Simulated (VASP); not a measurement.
Crystal: Ir2Rh.

```
CELL_PARAMETERS angstrom
2.70294 0.00000 0.00000
-1.35147 2.34082 0.00000
0.00000 0.00000 13.27492
ATOMIC_POSITIONS crystal
Ir 0.33333 0.66667 0.83333
Ir 0.33333 0.66667 0.16667
Ir 0.33333 0.66667 0.50000
Ir 0.66667 0.33333 0.00000
Rh 0.66667 0.33333 0.33333
Rh 0.66667 0.33333 0.66667
```

```yaml
Program: VASP 6.6.1
Task: relaxation of cell and atoms
Functional: PBE
Potentials_or_basis: VASP PAW PBE potentials, release 64 (Ir, Rh_pv)
Cutoff: 600 eV
k_mesh: 6 × 6 × 2
Occupations: gaussian, width 0.1 eV
Spin: no spin polarisation
```

At the start: pressure 10.6 GPa; volume 14.00 Å³/atom.

**Question.** How do energy, volume and symmetry change on relaxing?

**Answer.** Over 8 steps the energy falls by 25.3 meV/atom and the volume is 14.45 Å³/atom (+3.2 %); space group P-6m2 (No. 187, to 0.1 Å) before and after.

Step by step:
| step | energy change (eV) | largest force (eV/Å) | pressure (GPa) | volume (Å³) |
| --- | --- | --- | --- | --- |
| 1 | 0.0000 | 0.0766 | 10.59 | 83.99 |
| 2 | 0.6098 | 0.2063 | -23.81 | 95.67 |
| 3 | -0.1276 | 0.0847 | -2.25 | 87.23 |
| 4 | -0.1279 | 0.0838 | -1.74 | 87.09 |
| 5 | -0.1415 | 0.0602 | 1.44 | 86.30 |
| 6 | -0.1515 | 0.0679 | 0.10 | 86.61 |
| 7 | -0.1515 | 0.0671 | 0.14 | 86.60 |
| 8 | -0.1517 | 0.0284 | -0.21 | 86.70 |

Final structure:
```
Ir Rh
1.0
     2.76136    0.00000    0.00000
    -1.38068    2.39141    0.00000
     0.00000    0.00000   13.12943
Ir Rh
4 2
Cartesian
  0.0000 1.5943 10.9437
  0.0000 1.5943 2.1857
  0.0000 1.5943 6.5647
  1.3807 0.7971 13.1294
  1.3807 0.7971 4.3825
  1.3807 0.7971 8.7470
```

Caveat: the k points lie up to 0.44 Å⁻¹ apart in the final cell, too coarse for converged energies and pressures of a metal.
